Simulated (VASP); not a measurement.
# CaZn3 (Fm-3m) in VASP: a series of runs

Runs on CaZn3. Level: LDA. Tasks: single point.

Everything below comes from runs of VASP 6.6.1. Logs are shortened: lines on timing, memory, paths and dates and some standing lists are left out, and cuts for length are marked.

## 1. The cell of the first run

The structure is cubic, space group Fm-3m (No. 225). The conventional cell has a = 6.712 Å, b = 6.712 Å, c = 6.712 Å, α = 90.00°, β = 90.00°, γ = 90.00°. Ca (site symmetry m-3m) has 14 Zn at 2.91 to 3.36 Å within 3.8 Å. Zn (site symmetry m-3m) has 8 Zn at 2.91 Å and 6 Ca at 3.36 Å within 3.8 Å. Within 3.8 Å of Zn (site symmetry -43m) lie 4 Ca at 2.91 Å and 10 Zn at 2.91 to 3.36 Å.

## 2. Single point, LDA

The input, INCAR:

```
ALGO     = Normal         # electronic algorithm
EDIFF    = 1E-6           # SCF threshold, eV
ENCUT    = 520            # plane-wave cutoff, eV
GGA      = CA             # functional
ISIF     = 2              # what is computed and relaxed
ISMEAR   = 1              # smearing method
LASPH    = True           # aspherical terms in the spheres
LCHARG   = False          # write CHGCAR
LREAL    = False          # projectors in reciprocal space
LWAVE    = False          # write WAVECAR
NBANDS   = 31             # bands
NELM     = 60             # most SCF steps
PREC     = Accurate       # precision mode
SIGMA    = 0.1            # smearing width, eV
```

The input, KPOINTS:

```
k-points
0
Gamma
  7 7 7
```

The input, POSCAR:

```
CaZn3
1.0
    0.0000000000      3.3561500000      3.3561500000
    3.3561500000      0.0000000000      3.3561500000
    3.3561500000      3.3561500000      0.0000000000
Ca Zn
1 3
Direct
    0.5000000000      0.5000000000      0.5000000000
    0.0000000000      0.0000000000      0.0000000000
    0.2500000000      0.2500000000      0.2500000000
    0.7500000000      0.7500000000      0.7500000000
```

Potentials or basis: VASP PAW LDA potentials, release 64 (Ca_sv, Zn).

Run with:

```
cat potpaw_LDA.64/Ca_sv/POTCAR potpaw_LDA.64/Zn/POTCAR > POTCAR
mpirun -np 1 vasp_std > vasp.out
```

OUTCAR:

```text
EDIFF = 1E-6
   ENCUT = 520
   GGA = CA
   ISIF = 2
   ISMEAR = 1
   LASPH = True
   LREAL = False
   NELM = 60
   PREC = Accurate

 ion  position               nearest neighbor table
   1  0.500  0.500  0.500-   3 2.91   3 2.91   3 2.91   3 2.91   4 2.91   4 2.91   4 2.91   4 2.91

   2  0.000  0.000  0.000-   4 2.91   4 2.91   4 2.91   3 2.91   4 2.91   3 2.91   3 2.91   3 2.91

   3  0.250  0.250  0.250-   2 2.91   2 2.91   2 2.91   1 2.91   2 2.91   1 2.91   1 2.91   1 2.91

   4  0.750  0.750  0.750-   1 2.91   1 2.91   1 2.91   1 2.91   2 2.91   2 2.91   2 2.91   2 2.91

  LATTYP: Found a face centered cubic cell.
 ALAT       =     6.7123000000

  Lattice vectors:

 A1 = (   0.0000000000,   3.3561500000,   3.3561500000)
 A2 = (   3.3561500000,   0.0000000000,   3.3561500000)
 A3 = (   3.3561500000,   3.3561500000,   0.0000000000)

Analysis of symmetry for initial positions (statically):
=====================================================================
 Subroutine PRICEL returns:
 Original cell was already a primitive cell.

 Routine SETGRP: Setting up the symmetry group for a
 face centered cubic supercell.

 Subroutine GETGRP returns: Found 48 space group operations
 (whereof 48 operations were pure point group operations)
 out of a pool of 48 trial point group operations.

The static configuration has the point symmetry O_h .

Analysis of symmetry for dynamics (positions and initial velocities):
=====================================================================
 Subroutine PRICEL returns:
 Original cell was already a primitive cell.

 Routine SETGRP: Setting up the symmetry group for a
 face centered cubic supercell.

 Subroutine GETGRP returns: Found 48 space group operations
 (whereof 48 operations were pure point group operations)
 out of a pool of 48 trial point group operations.

The dynamic configuration has the point symmetry O_h .

 Subroutine INISYM returns: Found 48 space group operations
 (whereof 48 operations are pure point group operations),
 and found     1 'primitive' translations

----------------------------------------------------------------------------------------

                                     Primitive cell

  volume of cell :      75.6056

  direct lattice vectors                    reciprocal lattice vectors
     0.000000000  3.356150000  3.356150000    -0.148980230  0.148980230  0.148980230
     3.356150000  0.000000000  3.356150000     0.148980230 -0.148980230  0.148980230
     3.356150000  3.356150000  0.000000000     0.148980230  0.148980230 -0.148980230

  length of vectors
     4.746312847  4.746312847  4.746312847     0.258041328  0.258041328  0.258041328

  position of ions in fractional coordinates (direct lattice)
     0.500000000  0.500000000  0.500000000
     0.000000000  0.000000000  0.000000000
     0.250000000  0.250000000  0.250000000
     0.750000000  0.750000000  0.750000000

  ion indices of the primitive-cell ions
   primitive index   ion index
                 1           1
                 2           2
                 3           3
                 4           4

----------------------------------------------------------------------------------------

 KPOINTS: k-points

Automatic generation of k-mesh.
 Grid dimensions read from file:
 generate k-points for:    7    7    7

 Generating k-lattice:

  Cartesian coordinates                     Fractional coordinates (reciprocal lattice)
    -0.021282890  0.021282890  0.021282890     0.142857143  0.000000000  0.000000000
     0.021282890 -0.021282890  0.021282890     0.000000000  0.142857143  0.000000000
     0.021282890  0.021282890 -0.021282890     0.000000000  0.000000000  0.142857143

  Length of vectors
     0.036863047  0.036863047  0.036863047

  Shift w.r.t. Gamma in fractional coordinates (k-lattice)
     0.000000000  0.000000000  0.000000000

 Subroutine IBZKPT returns following result:
 ===========================================

 Found     20 irreducible k-points:

 Following reciprocal coordinates:
            Coordinates               Weight
  0.000000  0.000000  0.000000      1.000000
  0.142857  0.000000  0.000000      8.000000
  0.285714  0.000000  0.000000      8.000000
  0.428571  0.000000  0.000000      8.000000
  0.142857  0.142857  0.000000      6.000000
  0.285714  0.142857  0.000000     24.000000
[... 12 lines left out ...]
 -0.428571  0.428571  0.142857     24.000000
 -0.285714  0.428571  0.142857     24.000000
   k-points           NKPTS =     20   k-points in BZ     NKDIM =     20   number of bands    NBANDS=     31
   number of dos      NEDOS =    301   number of ions     NIONS =      4
   total plane-waves  NPLWV =  46656
   dimension x,y,z NGX =    36 NGY =   36 NGZ =   36
   dimension x,y,z NGXF=    72 NGYF=   72 NGZF=   72
   ions per type =               1   3
   NGX,Y,Z   is equivalent  to a cutoff of  12.61, 12.61, 12.61 a.u.
   NGXF,Y,Z  is equivalent  to a cutoff of  25.22, 25.22, 25.22 a.u.
 SYSTEM =  unknown system
   PREC   = accura    normal or accurate (medium, high low for compatibility)
   ISTART =      0    job   : 0-new  1-cont  2-samecut
   ICHARG =      2    charge: 1-file 2-atom 10-const
   ISPIN  =      1    spin polarized calculation?
   LNONCOLLINEAR =      F non collinear calculations
   LSORBIT =      F    spin-orbit coupling
   LASPH  =      T    aspherical Exc in radial PAW
   ENCUT  =  520.0 eV  38.22 Ry    6.18 a.u.   8.82  8.82  8.82*2*pi/ulx,y,z
   NELM   =     60;   NELMIN=  2; NELMDL= -5     # of ELM steps
   EDIFF  = 0.1E-05   stopping-criterion for ELM
   LREAL  =      F    real-space projection
   EDIFFG = 0.1E-04   stopping-criterion for IOM
   NSW    =      0    number of steps for IOM
   IBRION =     -1    ionic relax: 0-MD 1-quasi-New 2-CG
   NFREE  =      0    steps in history (QN), initial steepest desc. (CG)
   ISIF   =      2    stress and relaxation
   ISYM   =      2    0-nonsym 1-usesym 2-fastsym
   POTIM  = 0.5000    time-step for ionic-motion
   TEBEG  =    0.0;   TEEND  =   0.0 temperature during run
   PSTRESS=    0.0 pullay stress
   NELECT =      46.0000    total number of electrons
   NUPDOWN=      -1.0000    fix difference up-down
   EMIN   =  10.00;   EMAX   =-10.00  energy-range for DOS
   EFERMI =   0.00;   METHOD = LEGACY
   ISMEAR =     1;   SIGMA  =   0.10  broadening in eV -4-tet -1-fermi 0-gaus
   EFERMI_NEDOS =   21; number of points for ismear=-14 and -15
   IALGO  =     38    algorithm
   IMIX   =      4    mixing-type and parameters
     AMIX     =   0.40;   BMIX     =  1.00
     AMIX_MAG =   1.60;   BMIX_MAG =  1.00
  volume/ion in A,a.u.               =      18.90       127.55
  Fermi-wavevector in a.u.,A,eV,Ry     =   1.387212  2.621450 26.182457  1.924356
  Thomas-Fermi vector in A             =   2.511454
   LORBIT       =      0    0 simple, 1 ext, 2 COOP (PROOUT), +10 PAW based schemes
   GGA     = CA    functional components
   LHFCALC =     F    Hartree Fock is set to
   AEXX    =    0.0000 exact exchange contribution
   IVDW    =     0    specifies the selected vdW correction
   LEPSILON=     F    determine dielectric tensor
   LRPA    =     F    only Hartree local field effects (RPA)
 non-spin polarized calculation
 Methfessel and Paxton  Order N= 1 SIGMA  =   0.10
  energy-cutoff  :      520.00
  volume of cell :       75.61
 maximum number of plane-waves:      2085
   NGX = 17   NGY = 17   NGZ = 17

 number of electron      45.9999958 magnetization

 Free energy of the ion-electron system (eV)
  ---------------------------------------------------
  ext. energy  EPLUGINS =         0.00000000
  ---------------------------------------------------
  free energy    TOTEN  =        -8.34791266 eV

  energy without entropy =       -8.34634901  energy(sigma->0) =       -8.34739144

 E-fermi :   2.5119     XC(G=0): -10.8640

 val. band max:        2.4808636563   @ k =  -0.4286   0.2857   0.0000
 cond. band min:       2.5359568471   @ k =   0.2857   0.0000   0.0000
 fundamental gap:      0.0550931908
 Fermi energy:         2.5119311279

 k-point     1 :       0.0000    0.0000    0.0000
  band No.  band energies     occupation
      1     -37.5569      2.00000
      2     -18.9417      2.00000
      3     -18.9417      2.00000
      4     -18.9417      2.00000
      5      -5.5808      2.00000
      6      -5.0066      2.00000
[... 23 lines left out ...]
     30       5.7351      0.00000
     31       8.7631      0.00000

 k-point     2 :       0.1429    0.0000    0.0000
  band No.  band energies     occupation
      1     -37.5567      2.00000
      2     -18.9480      2.00000
      3     -18.9425      2.00000
      4     -18.9425      2.00000
      5      -5.3654      2.00000
      6      -4.9773      2.00000
[... 23 lines left out ...]
     30       7.2250      0.00000
     31       7.8841      0.00000

 k-point     3 :       0.2857    0.0000    0.0000
  band No.  band energies     occupation
      1     -37.5560      2.00000
      2     -18.9622      2.00000
      3     -18.9443      2.00000
      4     -18.9443      2.00000
      5      -4.9344      2.00000
      6      -4.8999      2.00000
[... 23 lines left out ...]
     30       7.1255      0.00000
     31       8.2568      0.00000

 k-point     4 :       0.4286    0.0000    0.0000
  band No.  band energies     occupation
      1     -37.5555      2.00000
      2     -18.9734      2.00000
      3     -18.9457      2.00000
      4     -18.9457      2.00000
      5      -4.8921      2.00000
      6      -4.8513      2.00000
[... 23 lines left out ...]
     30       8.9525      0.00000
     31       9.1251      0.00000

 k-point     5 :       0.1429    0.1429    0.0000
  band No.  band energies     occupation
      1     -37.5566      2.00000
      2     -18.9483      2.00000
      3     -18.9436      2.00000
      4     -18.9436      2.00000
      5      -5.2950      2.00000
      6      -4.9789      2.00000
[... 23 lines left out ...]
     30       7.5602      0.00000
     31       7.9749      0.00000
[... 406 lines left out ...]
     30       7.1327      0.00000
     31       8.8730      0.00000

 k-point    18 :      -0.4286    0.2857    0.1429
  band No.  band energies     occupation
      1     -37.5552      2.00000
      2     -18.9683      2.00000
      3     -18.9557      2.00000
      4     -18.9486      2.00000
      5      -4.9270      2.00000
      6      -4.8966      2.00000
[... 23 lines left out ...]
     30       8.3204      0.00000
     31       9.4359      0.00000

 k-point    19 :      -0.4286    0.4286    0.1429
  band No.  band energies     occupation
      1     -37.5551      2.00000
      2     -18.9693      2.00000
      3     -18.9555      2.00000
      4     -18.9516      2.00000
      5      -4.9807      2.00000
      6      -4.9379      2.00000
[... 23 lines left out ...]
     30       8.6968      0.00000
     31       9.4732      0.00000

 k-point    20 :      -0.2857    0.4286    0.1429
  band No.  band energies     occupation
      1     -37.5550      2.00000
      2     -18.9646      2.00000
      3     -18.9620      2.00000
      4     -18.9512      2.00000
      5      -4.9359      2.00000
      6      -4.9286      2.00000
[... 23 lines left out ...]
     30       8.7688      0.00000
     31       9.2482      0.00000

------------------------ aborting loop because EDIFF is reached ----------------------------------------

  FORCE on cell =-STRESS in cart. coord.  units (eV):
  Direction    XX          YY          ZZ          XY          YZ          ZX
  --------------------------------------------------------------------------------------
  -------------------------------------------------------------------------------------
  Total       -2.7329300     -2.7329300     -2.7329300     -0.0000000     -0.0000000      0.0000000
  in kB      -57.9141917    -57.9141917    -57.9141917     -0.0000000     -0.0000000      0.0000000
  external PRESSURE =     -57.9141917 kB  Pullay stress =       0.0000000 kB

 VOLUME and BASIS-vectors are now :
 -----------------------------------------------------------------------------
  energy-cutoff  :      520.00
  volume of cell :       75.61
      direct lattice vectors                 reciprocal lattice vectors
     0.000000000  3.356150000  3.356150000    -0.148980230  0.148980230  0.148980230
     3.356150000  0.000000000  3.356150000     0.148980230 -0.148980230  0.148980230
     3.356150000  3.356150000  0.000000000     0.148980230  0.148980230 -0.148980230

 POSITION                                       TOTAL-FORCE (eV/Angst)
 -----------------------------------------------------------------------------------
      3.35615      3.35615      3.35615         0.000000      0.000000      0.000000
      0.00000      0.00000      0.00000         0.000000      0.000000      0.000000
      1.67807      1.67807      1.67807        -0.000000     -0.000000      0.000000
      5.03423      5.03423      5.03423         0.000000      0.000000     -0.000000
 -----------------------------------------------------------------------------------
    total drift:                                0.000000      0.000000      0.000000

  FREE ENERGIE OF THE ION-ELECTRON SYSTEM (eV)
  ---------------------------------------------------
  free  energy   TOTEN  =        -8.3479126617 eV

  energy  without entropy=       -8.3463490058  energy(sigma->0) =       -8.34739144
```

Wall time 49 s (1 thread of Intel Xeon 8259CL, shared host); peak memory 0.2 GiB.

Results:

```yaml
Free_energy: -8.3479 eV
Pressure: -5.8 GPa
Band_gap_on_the_k_mesh: zero (bands 23 and 24 overlap by 1.64 eV)
```

Levels at points of the mesh, in eV from the Fermi level:
| k point | band 20 | band 21 | band 22 | band 23 | band 24 | band 25 | band 26 | band 27 |
| --- | --- | --- | --- | --- | --- | --- | --- | --- |
| (0.00, 0.00, 0.00) | -6.86 | 0.21 | 0.21 | 0.21 | 0.63 | 2.86 | 2.86 | 2.86 |

Caveat: the cell stands under tension.

(Part 1 of 2 ends here.)
